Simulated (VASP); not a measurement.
A run of VASP 6.6.1 is set up as follows.

The input INCAR:

```
SYSTEM = SiC
PREC = Accurate ; ENCUT = 520
EDIFF = 1E-8 ; ISMEAR = -1
SIGMA = 0.02 ; LREAL = .False.
LASPH = .True. ; NELM = 60
ALGO = Normal ; ISIF = 2
LWAVE = .False. ; LCHARG = .False.
GGA = PE ; LEFG = .True.
NBANDS = 36
```

File KPOINTS:

```
Automatic mesh
0
Gamma
  10 10 2
  0 0 0
```

File POSCAR:

```
SiC
1.0
    1.5389000000     -2.6675000000      0.0000000000
    1.5389000000      2.6675000000      0.0000000000
    0.0000000000      0.0000000000     14.9706810000
Si C
6 6
Direct
    0.1666620629      0.8333379371      0.8577214520
    0.8333379371      0.1666620629      0.3577214520
    0.5001149255      0.4998850745      0.5245066742
    0.4998850745      0.5001149255      0.0245066742
    0.8334420064      0.1665579936      0.6912249935
    0.1665579936      0.8334420064      0.1912249935
    0.5001800041      0.4998199959      0.6498136389
    0.4998199959      0.5001800041      0.1498136389
    0.1666200943      0.8333799057      0.9826819952
    0.8333799057      0.1666200943      0.4826819952
    0.8333969748      0.1666030252      0.8161912462
    0.1666030252      0.8333969748      0.3161912462
```

Potentials or basis: VASP PAW PBE potentials, release 64 (Si, C).

The run is started by

```bash
$ cat potpaw_PBE.64/Si/POTCAR potpaw_PBE.64/C/POTCAR > POTCAR
$ mpirun -np 1 vasp_std > vasp.out
```

What does it give for the band gap on the k mesh?

2.03 eV (least direct gap 3.11 eV).

Estimate the largest force.

0.112 eV/Å.

Estimate the pressure.

5.5 GPa.

Electric field gradients, principal values (V/Å²):
| atom | least | middle | greatest (by size) |
| --- | --- | --- | --- |
| 1 Si | 0.563 | 0.612 | -1.175 |
| 2 Si | 0.563 | 0.612 | -1.175 |
| 3 Si | 1.924 | 1.968 | -3.893 |
| 4 Si | 1.924 | 1.968 | -3.893 |
| 5 Si | 0.291 | 0.339 | -0.631 |
| 6 Si | 0.291 | 0.339 | -0.631 |
| 7 C | -0.296 | -0.427 | 0.723 |
| 8 C | -0.296 | -0.427 | 0.723 |
| 9 C | 0.414 | 0.541 | -0.956 |
| 10 C | 0.414 | 0.541 | -0.956 |
| 11 C | 0.592 | 0.718 | -1.310 |
| 12 C | 0.592 | 0.718 | -1.310 |

Caveat: the cell differs from its parent crystal (z stretched by -1 %); the stress differs along the axes, from 4 to 9 GPa; without QUAD_EFG the Cq values of the log hold for a quadrupole moment of 1 mb, not for the nuclei. A k mesh can miss the band edges.
